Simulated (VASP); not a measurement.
# MgS (P1) in VASP: single point with PBEsol

Aim: the single point of MgS with PBEsol.

Program: VASP 6.6.1. These are calculated values, not measurements. Logs are shortened: lines on timing, memory, paths and dates and some standing lists are left out, and cuts for length are marked.

## 1. The cell of the first run

The typed cell holds 4 atoms: a = 4.047 Å, b = 4.012 Å, c = 6.361 Å, α = 89.38°, β = 89.31°, γ = 120.61°.

## 2. Single point, PBEsol

INCAR reads:

```
SYSTEM = MgS
  ALGO = Normal
  EDIFF = 1E-7
  ENCUT = 520
  GGA = PS
  ISIF = 2
  ISMEAR = 0
  LASPH = .TRUE.
  LCHARG = .FALSE.
  LREAL = .FALSE.
  LWAVE = .FALSE.
  NBANDS = 16
  NELM = 100
  PREC = Accurate
  SIGMA = 0.01
```

KPOINTS reads:

```
k-points
0
G
  3 3 2
  0 0 0
```

POSCAR reads:

```
MgS
1.0
    4.0473000000     -0.0115600000      0.0243900000
   -2.0336600000      3.4587800000      0.0218400000
    0.0388900000      0.0626600000      6.3609100000
Mg S
2 2
Direct
    0.6790000000      0.3443800000      0.5023200000
    0.3282100000      0.6602300000      0.0060600000
    0.3376900000      0.6843800000      0.3776000000
    0.6739700000      0.3220300000      0.8727400000
```

Potentials or basis: VASP PAW PBE potentials, release 64 (Mg, S).

Launch:

```sh
$ cat potpaw_PBE.64/Mg/POTCAR potpaw_PBE.64/S/POTCAR > POTCAR
$ mpirun -np 1 vasp_std > vasp.out
```

OUTCAR:

```text
SYSTEM = MgS
   EDIFF = 1E-7
   ENCUT = 520
   GGA = PS
   ISIF = 2
   ISMEAR = 0
   LASPH = .TRUE.
   LREAL = .FALSE.
   NELM = 100
   PREC = Accurate

 ion  position               nearest neighbor table
   1  0.679  0.344  0.502-   4 2.36   3 2.41   3 2.43   3 2.51
   2  0.328  0.660  0.006-   3 2.37   4 2.42   4 2.45   4 2.54
   3  0.338  0.684  0.378-   2 2.37   1 2.41   1 2.43   1 2.51
   4  0.674  0.322  0.873-   1 2.36   2 2.42   2 2.45   2 2.54

  LATTYP: Found a triclinic cell.
 ALAT       =     3.9925191284
 B/A-ratio  =     1.0049812570
 C/A-ratio  =     1.5933142187
 COS(alpha) =     0.0108351911
 COS(beta)  =     0.0231665350
 COS(gamma) =     0.4887213554

  Lattice vectors:

 A1 = (   2.0136400000,   3.4472200000,   0.0462300000)
 A2 = (  -2.0336600000,   3.4587800000,   0.0218400000)
 A3 = (   0.0388900000,   0.0626600000,   6.3609100000)

Analysis of symmetry for initial positions (statically):
=====================================================================
 Subroutine PRICEL returns:
 Original cell was already a primitive cell.

 Routine SETGRP: Setting up the symmetry group for a
 triclinic supercell.

 Subroutine GETGRP returns: Found  1 space group operations
 (whereof  1 operations were pure point group operations)
 out of a pool of  2 trial point group operations.

The static configuration has the point symmetry C_1 .

Analysis of symmetry for dynamics (positions and initial velocities):
=====================================================================
 Subroutine PRICEL returns:
 Original cell was already a primitive cell.

 Routine SETGRP: Setting up the symmetry group for a
 triclinic supercell.

 Subroutine GETGRP returns: Found  1 space group operations
 (whereof  1 operations were pure point group operations)
 out of a pool of  2 trial point group operations.

The dynamic configuration has the point symmetry C_1 .

 Subroutine INISYM returns: Found  1 space group operations
 (whereof  1 operations are pure point group operations),
 and found     1 'primitive' translations

----------------------------------------------------------------------------------------

                                     Primitive cell

  volume of cell :      88.8831

  direct lattice vectors                    reciprocal lattice vectors
     4.047300000 -0.011560000  0.024390000     0.247511777  0.145548189 -0.002947028
    -2.033660000  3.458780000  0.021840000     0.000844484  0.289633865 -0.002858286
     0.038890000  0.062660000  6.360910000    -0.000951948 -0.001552533  0.157231324

  length of vectors
     4.047389998  4.012406892  6.361337496     0.287149856  0.289649199  0.157241871

  position of ions in fractional coordinates (direct lattice)
     0.679000000  0.344380000  0.502320000
     0.328210000  0.660230000  0.006060000
     0.337690000  0.684380000  0.377600000
     0.673970000  0.322030000  0.872740000

  ion indices of the primitive-cell ions
   primitive index   ion index
                 1           1
                 2           2
                 3           3
                 4           4

----------------------------------------------------------------------------------------

 KPOINTS: k-points

Automatic generation of k-mesh.
 Grid dimensions read from file:
 generate k-points for:    3    3    2

 Generating k-lattice:

  Cartesian coordinates                     Fractional coordinates (reciprocal lattice)
     0.082503926  0.048516063 -0.000982343     0.333333333  0.000000000 -0.000000000
     0.000281495  0.096544622 -0.000952762     0.000000000  0.333333333  0.000000000
    -0.000475974 -0.000776267  0.078615662     0.000000000  0.000000000  0.500000000

  Length of vectors
     0.095716619  0.096549733  0.078620935

  Shift w.r.t. Gamma in fractional coordinates (k-lattice)
     0.000000000  0.000000000  0.000000000

 Subroutine IBZKPT returns following result:
 ===========================================

 Found     10 irreducible k-points:

 Following reciprocal coordinates:
            Coordinates               Weight
  0.000000  0.000000  0.000000      1.000000
  0.333333  0.000000  0.000000      2.000000
 -0.000000  0.333333  0.000000      2.000000
  0.333333  0.333333  0.000000      2.000000
 -0.333333  0.333333 -0.000000      2.000000
 -0.000000  0.000000  0.500000      1.000000
  0.333333  0.000000  0.500000      2.000000
  0.000000  0.333333  0.500000      2.000000
  0.333333  0.333333  0.500000      2.000000
 -0.333333  0.333333  0.500000      2.000000
   k-points           NKPTS =     10   k-points in BZ     NKDIM =     10   number of bands    NBANDS=     16
   number of dos      NEDOS =    301   number of ions     NIONS =      4
   total plane-waves  NPLWV =  43200
   dimension x,y,z NGX =    30 NGY =   30 NGZ =   48
   dimension x,y,z NGXF=    60 NGYF=   60 NGZF=   96
   ions per type =               2   2
   NGX,Y,Z   is equivalent  to a cutoff of  12.32, 12.43, 12.54 a.u.
   NGXF,Y,Z  is equivalent  to a cutoff of  24.64, 24.86, 25.09 a.u.
 SYSTEM =  MgS
   PREC   = accura    normal or accurate (medium, high low for compatibility)
   ISTART =      0    job   : 0-new  1-cont  2-samecut
   ICHARG =      2    charge: 1-file 2-atom 10-const
   ISPIN  =      1    spin polarized calculation?
   LNONCOLLINEAR =      F non collinear calculations
   LSORBIT =      F    spin-orbit coupling
   LASPH  =      T    aspherical Exc in radial PAW
   ENCUT  =  520.0 eV  38.22 Ry    6.18 a.u.   7.53  7.46 11.83*2*pi/ulx,y,z
   NELM   =    100;   NELMIN=  2; NELMDL= -5     # of ELM steps
   EDIFF  = 0.1E-06   stopping-criterion for ELM
   LREAL  =      F    real-space projection
   EDIFFG = 0.1E-05   stopping-criterion for IOM
   NSW    =      0    number of steps for IOM
   IBRION =     -1    ionic relax: 0-MD 1-quasi-New 2-CG
   NFREE  =      0    steps in history (QN), initial steepest desc. (CG)
   ISIF   =      2    stress and relaxation
   ISYM   =      2    0-nonsym 1-usesym 2-fastsym
   POTIM  = 0.5000    time-step for ionic-motion
   TEBEG  =    0.0;   TEEND  =   0.0 temperature during run
   PSTRESS=    0.0 pullay stress
   NELECT =      16.0000    total number of electrons
   NUPDOWN=      -1.0000    fix difference up-down
   EMIN   =  10.00;   EMAX   =-10.00  energy-range for DOS
   EFERMI =   0.00;   METHOD = LEGACY
   ISMEAR =     0;   SIGMA  =   0.01  broadening in eV -4-tet -1-fermi 0-gaus
   EFERMI_NEDOS =   21; number of points for ismear=-14 and -15
   IALGO  =     38    algorithm
   IMIX   =      4    mixing-type and parameters
     AMIX     =   0.40;   BMIX     =  1.00
     AMIX_MAG =   1.60;   BMIX_MAG =  1.00
  volume/ion in A,a.u.               =      22.22       149.95
  Fermi-wavevector in a.u.,A,eV,Ry     =   0.924361  1.746789 11.625412  0.854444
  Thomas-Fermi vector in A             =   2.050099
   LORBIT       =      0    0 simple, 1 ext, 2 COOP (PROOUT), +10 PAW based schemes
   GGA     = PS    functional components
   LHFCALC =     F    Hartree Fock is set to
   AEXX    =    0.0000 exact exchange contribution
   IVDW    =     0    specifies the selected vdW correction
   LEPSILON=     F    determine dielectric tensor
   LRPA    =     F    only Hartree local field effects (RPA)
 non-spin polarized calculation
 Gauss-broadening in eV      SIGMA  =   0.01
  energy-cutoff  :      520.00
  volume of cell :       88.88
 maximum number of plane-waves:      2407
 NGX is ok and might be reduce to    30
   NGX = 15   NGY = 15   NGZ = 23

 number of electron      16.0000000 magnetization

 Free energy of the ion-electron system (eV)
  ---------------------------------------------------
  ext. energy  EPLUGINS =         0.00000000
  ---------------------------------------------------
  free energy    TOTEN  =       -17.70343962 eV

  energy without entropy =      -17.70343962  energy(sigma->0) =      -17.70343962

 E-fermi :   1.2936     XC(G=0):  -8.6351

 val. band max:        1.2388037745   @ k =   0.0000   0.0000   0.0000
 cond. band min:       4.6318502524   @ k =   0.0000   0.0000   0.0000
 fundamental gap:      3.3930464779
 Fermi energy:         1.2936381218

 k-point     1 :       0.0000    0.0000    0.0000
  band No.  band energies     occupation
      1     -10.1948      2.00000
      2      -9.3873      2.00000
      3      -2.1373      2.00000
      4       0.6582      2.00000
      5       0.7777      2.00000
      6       1.1222      2.00000
[... 8 lines left out ...]
     15      10.0250      0.00000
     16      10.1435      0.00000

 k-point     2 :       0.3333    0.0000    0.0000
  band No.  band energies     occupation
      1      -9.7229      2.00000
      2      -9.2236      2.00000
      3      -1.4375      2.00000
      4      -1.1979      2.00000
      5      -0.7469      2.00000
      6       0.2029      2.00000
[... 8 lines left out ...]
     15       9.8903      0.00000
     16      11.3733      0.00000

 k-point     3 :      -0.0000    0.3333    0.0000
  band No.  band energies     occupation
      1      -9.7057      2.00000
      2      -9.2237      2.00000
      3      -1.3662      2.00000
      4      -1.1746      2.00000
      5      -0.7559      2.00000
      6       0.1323      2.00000
[... 8 lines left out ...]
     15       9.8874      0.00000
     16      11.4074      0.00000

 k-point     4 :       0.3333    0.3333    0.0000
  band No.  band energies     occupation
      1      -9.3488      2.00000
      2      -9.2451      2.00000
      3      -1.2884      2.00000
      4      -1.1052      2.00000
      5      -0.9621      2.00000
      6      -0.3079      2.00000
[... 8 lines left out ...]
     15      10.7485      0.00000
     16      11.4713      0.00000

 k-point     5 :      -0.3333    0.3333   -0.0000
  band No.  band energies     occupation
      1      -9.7481      2.00000
      2      -9.2149      2.00000
      3      -1.4753      2.00000
      4      -1.1987      2.00000
      5      -0.6234      2.00000
      6       0.1536      2.00000
[... 8 lines left out ...]
     15      10.2400      0.00000
     16      11.3604      0.00000

 k-point     6 :      -0.0000    0.0000    0.5000
  band No.  band energies     occupation
      1      -9.8708      2.00000
      2      -9.7824      2.00000
      3      -0.7859      2.00000
      4      -0.7615      2.00000
      5       0.8324      2.00000
      6       0.9318      2.00000
[... 8 lines left out ...]
     15       9.0192      0.00000
     16       9.0655      0.00000

 k-point     7 :       0.3333    0.0000    0.5000
  band No.  band energies     occupation
      1      -9.5251      2.00000
      2      -9.4383      2.00000
      3      -1.6128      2.00000
      4      -1.5266      2.00000
      5       0.2631      2.00000
      6       0.3665      2.00000
[... 8 lines left out ...]
     15      10.3541      0.00000
     16      10.3777      0.00000

 k-point     8 :       0.0000    0.3333    0.5000
  band No.  band energies     occupation
      1      -9.5183      2.00000
      2      -9.4255      2.00000
      3      -1.5968      2.00000
      4      -1.5320      2.00000
      5       0.3150      2.00000
      6       0.4095      2.00000
[... 8 lines left out ...]
     15      10.1806      0.00000
     16      10.2770      0.00000

 k-point     9 :       0.3333    0.3333    0.5000
  band No.  band energies     occupation
      1      -9.3327      2.00000
      2      -9.2458      2.00000
      3      -1.6517      2.00000
      4      -1.5826      2.00000
      5      -0.8152      2.00000
      6      -0.7104      2.00000
[... 8 lines left out ...]
     15      10.4931      0.00000
     16      10.6215      0.00000

 k-point    10 :      -0.3333    0.3333    0.5000
  band No.  band energies     occupation
      1      -9.5347      2.00000
      2      -9.4502      2.00000
      3      -1.5279      2.00000
      4      -1.4624      2.00000
      5       0.2598      2.00000
      6       0.2953      2.00000
[... 8 lines left out ...]
     15      10.3753      0.00000
     16      10.3885      0.00000

------------------------ aborting loop because EDIFF is reached ----------------------------------------

  FORCE on cell =-STRESS in cart. coord.  units (eV):
  Direction    XX          YY          ZZ          XY          YZ          ZX
  --------------------------------------------------------------------------------------
  -------------------------------------------------------------------------------------
  Total       -0.4188135      0.7463746      1.9991655      0.6498681     -0.2646301     -0.1375762
  in kB       -7.5493906     13.4538984     36.0362859     11.7143038     -4.7701340     -2.4799033
  external PRESSURE =      13.9802645 kB  Pullay stress =       0.0000000 kB

 VOLUME and BASIS-vectors are now :
 -----------------------------------------------------------------------------
  energy-cutoff  :      520.00
  volume of cell :       88.88
      direct lattice vectors                 reciprocal lattice vectors
     4.047300000 -0.011560000  0.024390000     0.247511777  0.145548189 -0.002947028
    -2.033660000  3.458780000  0.021840000     0.000844484  0.289633865 -0.002858286
     0.038890000  0.062660000  6.360910000    -0.000951948 -0.001552533  0.157231324

 POSITION                                       TOTAL-FORCE (eV/Angst)
 -----------------------------------------------------------------------------------
      2.06730      1.21476      3.21929        -0.297302      0.093911     -0.432179
     -0.01408      2.28018      0.06097         0.234940     -0.203604     -0.560728
     -0.01038      2.38688      2.42506         0.321986     -0.147428      0.353633
      2.10680      1.16073      5.57489        -0.259624      0.257120      0.639274
 -----------------------------------------------------------------------------------
    total drift:                               -0.000504     -0.000092     -0.000406

  FREE ENERGIE OF THE ION-ELECTRON SYSTEM (eV)
  ---------------------------------------------------
  free  energy   TOTEN  =       -17.7034396203 eV

  energy  without entropy=      -17.7034396203  energy(sigma->0) =      -17.70343962
```

Wall time 25 s (1 thread of AMD EPYC 7R13 (Zen 3), shared host); peak memory 0.16 GiB.

What came out:

| Property | Result |
| --- | --- |
| Free energy | -17.7034 eV |
| Pressure | 1.4 GPa |
| Largest force | 0.736 eV/Å |
| Band gap on the k mesh | 3.39 eV, direct |

Forces on the atoms (eV/Å):
```
Mg  -0.297  0.094 -0.432
Mg   0.235 -0.204 -0.561
S    0.322 -0.147  0.354
S   -0.260  0.257  0.639
```

Caveat: the k points lie up to 0.61 Å⁻¹ apart; the PAW data sets were made with another functional, which shifts forces and pressure a little.
